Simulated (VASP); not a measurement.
Mg: single point with PBE

The system is Mg.

```xyz
1
Lattice="-1.8360 1.8360 1.6794 1.8360 -1.8360 1.6794 1.8360 1.8360 -1.6794" Properties=species:S:1:pos:R:3 pbc="T T T"
Mg    0.0000    0.0000    0.0000
```

```yaml
Program: VASP 6.6.1
Task: single point
Functional: PBE
Potentials_or_basis: VASP PAW PBE potentials, release 64 (Mg)
Cutoff: 520 eV
k_mesh: 6 × 6 × 6
Occupations: gaussian, width 0.1 eV
Spin: no spin polarisation
Dipole_correction: no
Further_INCAR_settings: ALGO = Fast; EDIFF = 1e-07; NBANDS = 7
```

- Pressure: 0.5 GPa
- Band gap on the k mesh: zero (band 1 reaches 5.94 eV, above the bottom of band 2 at 1.40 eV)

Stress tensor (GPa, compression positive):
```
-0.86  0.00  0.00
 0.00 -0.86  0.00
 0.00  0.00  3.26
```

Levels at points of the mesh, in eV from the Fermi level:
```tsv
k point	band 1	band 2	band 3	band 4	band 5
(0.00, 0.00, 0.00)	-7.14	11.82	13.68	13.68	14.01
(0.50, 0.00, 0.00)	-1.49	-0.81	8.06	8.86	9.62
(0.50, 0.50, 0.00)	-1.90	-1.46	9.68	10.40	11.37
(0.50, 0.50, 0.50)	3.08	3.08	3.45	4.02	5.25
```

It took 2.5 s on 1 thread of Intel(R) Xeon(R) 6975P-C (Granite Rapids), on a shared host, peak memory 0.13 GiB.

Caveat: the k points lie up to 0.42 Å⁻¹ apart.
